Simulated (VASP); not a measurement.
A run of VASP 6.6.1 is set up as follows.

File INCAR:

```
SYSTEM = Ga2Te2S
PREC = Accurate
ENCUT = 600
EDIFF = 1E-6
ISMEAR = 0
SIGMA = 0.1
LREAL = .FALSE.
LASPH = .TRUE.
NELM = 60
ALGO = Normal
ISIF = 3
LWAVE = .FALSE.
LCHARG = .FALSE.
GGA = PE
IBRION = 2
NSW = 90
EDIFFG = -0.04
```

File KPOINTS:

```
Automatic mesh
0
G
  6 6 4
  0 0 0
```

File POSCAR:

```
Ga2Te2S
1.0
    4.6844435679      0.0000000000      0.0000000000
   -2.3422217839      4.0568471324      0.0000000000
    0.0000000000      0.0000000000      6.9645456083
Ga Te S
2 2 1
Direct
    0.6666666667      0.3333333333      0.3474533578
    0.3333333333      0.6666666667      0.6525466422
    0.3333333333      0.6666666667      0.2272122244
    0.6666666667      0.3333333333      0.7727877756
    0.0000000000      0.0000000000      0.0000000000
```

Potentials or basis: VASP PAW PBE potentials, release 64 (Ga_d, Te, S).

Launch:

```sh
$ cat potpaw_PBE.64/Ga_d/POTCAR potpaw_PBE.64/Te/POTCAR potpaw_PBE.64/S/POTCAR > POTCAR
$ mpirun -np 1 vasp_std > vasp.out
```

(1) Estimate the relaxed volume.

(2) What does it give for the space group after relaxing (to 0.1 Å)?

(3) What does it give for the relaxed cell?

(4) What does it give for the band gap on the k mesh?

Answers

(1) 26.48 Å³/atom.

(2) P-3m1 (No. 164).

(3) a = 4.681 Å, b = 4.681 Å, c = 6.977 Å, α = 90.00°, β = 90.00°, γ = 120.00°.

(4) zero (bands 22 and 23 overlap by 1.67 eV).

Caveat: spin-orbit coupling is left out, which moves the levels of the heavy elements.
